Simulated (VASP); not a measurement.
# Rb (I4/mmm) in VASP: further runs

Runs on Rb. Level: PBEsol. Tasks: single point.

Program: VASP 6.6.1. These are calculated values, not measurements. Logs are shortened: lines on timing, memory, paths and dates and some standing lists are left out, and cuts for length are marked.

### Step 1. The cell of the first run

The structure is tetragonal, space group I4/mmm (No. 139). The conventional cell has a = 5.795 Å, b = 5.795 Å, c = 5.438 Å, α = 90.00°, β = 90.00°, γ = 90.00°.

### Step 2. Single point, PBEsol (biaxial strain in the a-b plane: +4.0 %)

INCAR

```
SYSTEM = Rb
PREC = Accurate
ENCUT = 520
EDIFF = 1E-6
ISMEAR = 0
SIGMA = 0.1
LREAL = .FALSE.
LASPH = .TRUE.
NELM = 80
ALGO = Fast
ISIF = 2
LWAVE = .FALSE.
LCHARG = .TRUE.
GGA = PS
LELF = .TRUE.
LVHAR = .TRUE.
NBANDS = 16
```

KPOINTS

```
Automatic mesh
0
G
  10 10 10
  0 0 0
```

POSCAR

```
Rb
1.0
    5.7947220481      0.0000000000      0.0000000000
    0.0000000000      5.7947220481      0.0000000000
    0.0000000000      0.0000000000      5.4381237683
Rb
2
Direct
    0.0000000000      0.0000000000      0.0000000000
    0.5000000000      0.5000000000      0.5000000000
```

Potentials or basis: VASP PAW PBE potentials, release 64 (Rb_sv).

The run is started by

```console
cat potpaw_PBE.64/Rb_sv/POTCAR > POTCAR
mpirun -np 1 vasp_std > vasp.out
```

OUTCAR:

```text
SYSTEM = Rb
   PREC = Accurate
   ENCUT = 520
   EDIFF = 1E-6
   ISMEAR = 0
   LREAL = .FALSE.
   LASPH = .TRUE.
   NELM = 80
   ISIF = 2
   GGA = PS

 ion  position               nearest neighbor table
   1  0.000  0.000  0.000-   2 4.92   2 4.92   2 4.92   2 4.92   2 4.92   2 4.92   2 4.92   2 4.92

   2  0.500  0.500  0.500-   1 4.92   1 4.92   1 4.92   1 4.92   1 4.92   1 4.92   1 4.92   1 4.92

  LATTYP: Found a simple tetragonal cell.
 ALAT       =     5.7947220481
 C/A-ratio  =     0.9384615385

  Lattice vectors:

 A1 = (   5.7947220481,   0.0000000000,   0.0000000000)
 A2 = (   0.0000000000,   5.7947220481,   0.0000000000)
 A3 = (   0.0000000000,   0.0000000000,   5.4381237683)

Analysis of symmetry for initial positions (statically):
=====================================================================
 Subroutine PRICEL returns following result:

  LATTYP: Found a body centered tetragonal cell.
 ALAT       =     5.7947220481
 C/A-ratio  =     0.9384615385

  Lattice vectors:

 A1 = (  -2.8973610241,  -2.8973610241,  -2.7190618841)
 A2 = (   2.8973610241,   2.8973610241,  -2.7190618842)
 A3 = (   2.8973610241,  -2.8973610241,   2.7190618841)

   2 primitive cells build up your supercell.

 Routine SETGRP: Setting up the symmetry group for a
 simple tetragonal supercell.

 Subroutine GETGRP returns: Found 16 space group operations
 (whereof 16 operations were pure point group operations)
 out of a pool of 16 trial point group operations.

The static configuration has the point symmetry D_4h.

Analysis of symmetry for dynamics (positions and initial velocities):
=====================================================================
 Subroutine PRICEL returns following result:

  LATTYP: Found a body centered tetragonal cell.
 ALAT       =     5.7947220481
 C/A-ratio  =     0.9384615385

  Lattice vectors:

 A1 = (  -2.8973610241,  -2.8973610241,  -2.7190618841)
 A2 = (   2.8973610241,   2.8973610241,  -2.7190618842)
 A3 = (   2.8973610241,  -2.8973610241,   2.7190618841)

   2 primitive cells build up your supercell.

 Routine SETGRP: Setting up the symmetry group for a
 simple tetragonal supercell.

 Subroutine GETGRP returns: Found 16 space group operations
 (whereof 16 operations were pure point group operations)
 out of a pool of 16 trial point group operations.

The dynamic configuration has the point symmetry D_4h.

 Subroutine INISYM returns: Found 16 space group operations
 (whereof 16 operations are pure point group operations),
 and found     2 'primitive' translations

----------------------------------------------------------------------------------------

                                     Primitive cell

  volume of cell :      91.3028

  direct lattice vectors                    reciprocal lattice vectors
    -2.897361024 -2.897361024 -2.719061884    -0.000000000 -0.172570831 -0.183886951
     2.897361024  2.897361024 -2.719061884     0.172570831  0.000000000 -0.183886951
     2.897361024 -2.897361024  2.719061884     0.172570831 -0.172570831  0.000000000

  length of vectors
     4.917590806  4.917590806  4.917590806     0.252180694  0.252180694  0.244052010

  position of ions in fractional coordinates (direct lattice)
     0.000000000  0.000000000  0.000000000

  ion indices of the primitive-cell ions
   primitive index   ion index
                 1           1

----------------------------------------------------------------------------------------

 KPOINTS: Automatic mesh

Automatic generation of k-mesh.
 Grid dimensions read from file:
 generate k-points for:   10   10   10

 Generating k-lattice:

  Cartesian coordinates                     Fractional coordinates (reciprocal lattice)
     0.017257083  0.000000000  0.000000000     0.100000000  0.000000000  0.000000000
     0.000000000  0.017257083  0.000000000     0.000000000  0.100000000  0.000000000
     0.000000000  0.000000000  0.018388695     0.000000000  0.000000000  0.100000000

  Length of vectors
     0.017257083  0.017257083  0.018388695

  Shift w.r.t. Gamma in fractional coordinates (k-lattice)
     0.000000000  0.000000000  0.000000000

 Subroutine IBZKPT returns following result:
 ===========================================

 Found    126 irreducible k-points:

 Following reciprocal coordinates:
            Coordinates               Weight
  0.000000  0.000000  0.000000      1.000000
  0.100000  0.000000  0.000000      4.000000
  0.200000  0.000000  0.000000      4.000000
  0.300000  0.000000  0.000000      4.000000
  0.400000  0.000000  0.000000      4.000000
  0.500000  0.000000  0.000000      2.000000
[... 16 lines left out ...]
  0.100000  0.000000  0.100000      8.000000
  0.200000  0.000000  0.100000      8.000000
 [... further k-points ...]
   k-points           NKPTS =    126   k-points in BZ     NKDIM =    126   number of bands    NBANDS=     16
   number of dos      NEDOS =    301   number of ions     NIONS =      2
   total plane-waves  NPLWV =  92160
   dimension x,y,z NGX =    48 NGY =   48 NGZ =   40
   dimension x,y,z NGXF=    96 NGYF=   96 NGZF=   80
   ions per type =               2
   NGX,Y,Z   is equivalent  to a cutoff of  13.77, 13.77, 12.23 a.u.
   NGXF,Y,Z  is equivalent  to a cutoff of  27.54, 27.54, 24.46 a.u.
 SYSTEM =  Rb
   PREC   = accura    normal or accurate (medium, high low for compatibility)
   ISTART =      0    job   : 0-new  1-cont  2-samecut
   ICHARG =      2    charge: 1-file 2-atom 10-const
   ISPIN  =      1    spin polarized calculation?
   LNONCOLLINEAR =      F non collinear calculations
   LSORBIT =      F    spin-orbit coupling
   LASPH  =      T    aspherical Exc in radial PAW
   ENCUT  =  520.0 eV  38.22 Ry    6.18 a.u.  10.77 10.77 10.11*2*pi/ulx,y,z
   NELM   =     80;   NELMIN=  2; NELMDL= -5     # of ELM steps
   EDIFF  = 0.1E-05   stopping-criterion for ELM
   LREAL  =      F    real-space projection
   EDIFFG = 0.1E-04   stopping-criterion for IOM
   NSW    =      0    number of steps for IOM
   IBRION =     -1    ionic relax: 0-MD 1-quasi-New 2-CG
   NFREE  =      0    steps in history (QN), initial steepest desc. (CG)
   ISIF   =      2    stress and relaxation
   ISYM   =      2    0-nonsym 1-usesym 2-fastsym
   POTIM  = 0.5000    time-step for ionic-motion
   TEBEG  =    0.0;   TEEND  =   0.0 temperature during run
   PSTRESS=    0.0 pullay stress
   NELECT =      18.0000    total number of electrons
   NUPDOWN=      -1.0000    fix difference up-down
   EMIN   =  10.00;   EMAX   =-10.00  energy-range for DOS
   EFERMI =   0.00;   METHOD = LEGACY
   ISMEAR =     0;   SIGMA  =   0.10  broadening in eV -4-tet -1-fermi 0-gaus
   EFERMI_NEDOS =   21; number of points for ismear=-14 and -15
   IALGO  =     68    algorithm
   IMIX   =      4    mixing-type and parameters
     AMIX     =   0.40;   BMIX     =  1.00
     AMIX_MAG =   1.60;   BMIX_MAG =  1.00
  volume/ion in A,a.u.               =      91.30       616.14
  Fermi-wavevector in a.u.,A,eV,Ry     =   0.756242  1.429091  7.781202  0.571902
  Thomas-Fermi vector in A             =   1.854319
   LORBIT       =      0    0 simple, 1 ext, 2 COOP (PROOUT), +10 PAW based schemes
   GGA     = PS    functional components
   LHFCALC =     F    Hartree Fock is set to
   AEXX    =    0.0000 exact exchange contribution
   IVDW    =     0    specifies the selected vdW correction
   LEPSILON=     F    determine dielectric tensor
   LRPA    =     F    only Hartree local field effects (RPA)
 non-spin polarized calculation
 RMM-DIIS sequential band-by-band and
 Gauss-broadening in eV      SIGMA  =   0.10
  energy-cutoff  :      520.00
  volume of cell :      182.61
 maximum number of plane-waves:      4944
 NGX is ok and might be reduce to    48
   NGX = 21   NGY = 21   NGZ = 21

 number of electron      18.0000000 magnetization

 Free energy of the ion-electron system (eV)
  ---------------------------------------------------
  ext. energy  EPLUGINS =         0.00000000
  ---------------------------------------------------
  free energy    TOTEN  =        -2.04823343 eV

  energy without entropy =       -2.03952195  energy(sigma->0) =       -2.04387769

 E-fermi :  -0.0546     XC(G=0):  -5.5125

 val. band max:       -0.0547876066   @ k =   0.4000   0.2000   0.0000
 cond. band min:      -0.0278366562   @ k =   0.4000   0.0000   0.2000
 fundamental gap:      0.0269509503
 Fermi energy:        -0.0545925618

 k-point     1 :       0.0000    0.0000    0.0000
  band No.  band energies     occupation
      1     -28.9203      2.00000
      2     -28.9129      2.00000
      3     -13.0393      2.00000
      4     -13.0393      2.00000
      5     -13.0273      2.00000
      6     -12.9675      2.00000
[... 8 lines left out ...]
     15       3.6004      0.00000
     16       3.7412      0.00000

 k-point     2 :       0.1000    0.0000    0.0000
  band No.  band energies     occupation
      1     -28.9201      2.00000
      2     -28.9131      2.00000
      3     -13.0386      2.00000
      4     -13.0374      2.00000
      5     -13.0258      2.00000
      6     -12.9704      2.00000
[... 8 lines left out ...]
     15       3.5572      0.00000
     16       3.6924      0.00000

 k-point     3 :       0.2000    0.0000    0.0000
  band No.  band energies     occupation
      1     -28.9195      2.00000
      2     -28.9136      2.00000
      3     -13.0366      2.00000
      4     -13.0321      2.00000
      5     -13.0214      2.00000
      6     -12.9787      2.00000
[... 8 lines left out ...]
     15       3.4519      0.00000
     16       3.5625      0.00000

 k-point     4 :       0.3000    0.0000    0.0000
  band No.  band energies     occupation
      1     -28.9187      2.00000
      2     -28.9143      2.00000
      3     -13.0324      2.00000
      4     -13.0240      2.00000
      5     -13.0145      2.00000
      6     -12.9904      2.00000
[... 8 lines left out ...]
     15       3.2173      0.00000
     16       3.4029      0.00000
[... 324 lines left out ...]
 k-point    22 :       0.0000    0.0000    0.1000
  band No.  band energies     occupation
      1     -28.9201      2.00000
      2     -28.9131      2.00000
      3     -13.0373      2.00000
      4     -13.0373      2.00000
      5     -13.0281      2.00000
      6     -12.9711      2.00000
[... 8 lines left out ...]
     15       3.4493      0.00000
     16       3.6403      0.00000

 k-point    23 :       0.1000    0.0000    0.1000
  band No.  band energies     occupation
      1     -28.9199      2.00000
      2     -28.9132      2.00000
      3     -13.0384      2.00000
      4     -13.0356      2.00000
      5     -13.0251      2.00000
      6     -12.9767      2.00000
[... 8 lines left out ...]
     15       3.5260      0.00000
     16       3.5557      0.00000

 k-point    24 :       0.2000    0.0000    0.1000
  band No.  band energies     occupation
      1     -28.9193      2.00000
      2     -28.9137      2.00000
      3     -13.0391      2.00000
      4     -13.0305      2.00000
      5     -13.0183      2.00000
      6     -12.9868      2.00000
[... 8 lines left out ...]
     15       3.2467      0.00000
     16       3.7102      0.00000

 [... further k-points ...]

------------------------ aborting loop because EDIFF is reached ----------------------------------------

  FORCE on cell =-STRESS in cart. coord.  units (eV):
  Direction    XX          YY          ZZ          XY          YZ          ZX
  --------------------------------------------------------------------------------------
  -------------------------------------------------------------------------------------
  Total       -0.1733666     -0.1733666     -0.1576242      0.0000000      0.0000000      0.0000000
  in kB       -1.5211138     -1.5211138     -1.3829905      0.0000000      0.0000000      0.0000000
  external PRESSURE =      -1.4750727 kB  Pullay stress =       0.0000000 kB

 VOLUME and BASIS-vectors are now :
 -----------------------------------------------------------------------------
  energy-cutoff  :      520.00
  volume of cell :      182.61
      direct lattice vectors                 reciprocal lattice vectors
     5.794722048  0.000000000  0.000000000     0.172570831  0.000000000  0.000000000
     0.000000000  5.794722048  0.000000000     0.000000000  0.172570831  0.000000000
     0.000000000  0.000000000  5.438123768     0.000000000  0.000000000  0.183886951

 POSITION                                       TOTAL-FORCE (eV/Angst)
 -----------------------------------------------------------------------------------
      0.00000      0.00000      0.00000        -0.000000     -0.000000     -0.000000
      2.89736      2.89736      2.71906         0.000000      0.000000      0.000000
 -----------------------------------------------------------------------------------
    total drift:                                0.000000     -0.000000     -0.000000

  FREE ENERGIE OF THE ION-ELECTRON SYSTEM (eV)
  ---------------------------------------------------
  free  energy   TOTEN  =        -2.0482334267 eV

  energy  without entropy=       -2.0395219467  energy(sigma->0) =       -2.04387769
```

Wall time 4.5 min (1 thread of Intel Xeon Platinum 8259CL at 2.50GHz (Skylake/Cascade Lake), shared host); peak memory 0.48 GiB.

Results:

- Free energy: -2.0482 eV
- Pressure: -0.1 GPa
- Band gap on the k mesh: zero (bands 9 and 10 overlap by 1.94 eV)

Levels at points of the mesh, in eV from the Fermi level:
```csv
k point,band 6,band 7,band 8,band 9,band 10,band 11,band 12,band 13
"(0.00, 0.00, 0.00)",-12.91,-12.91,-12.91,-1.98,1.18,1.34,3.02,3.02
"(0.50, 0.00, 0.00)",-12.95,-12.94,-12.94,-0.67,-0.67,2.32,2.32,2.89
"(0.50, 0.50, 0.00)",-12.94,-12.91,-12.91,0.15,0.15,0.68,0.68,2.82
"(0.00, 0.00, 0.50)",-12.95,-12.95,-12.95,-0.50,-0.50,2.35,2.35,2.90
"(0.50, 0.00, 0.50)",-12.95,-12.92,-12.92,0.27,0.27,0.82,0.82,2.47
"(0.50, 0.50, 0.50)",-12.96,-12.96,-12.96,1.27,1.27,1.27,1.27,1.34
```

Caveat: the cell differs from its parent crystal (biaxial strain in the a-b plane: +4.0 %); the PAW data sets were made with another functional, which shifts forces and pressure a little.

(Part 1 of 2 ends here.)

The gap in the log of VASP goes by the Fermi energy; the results here count the filled bands.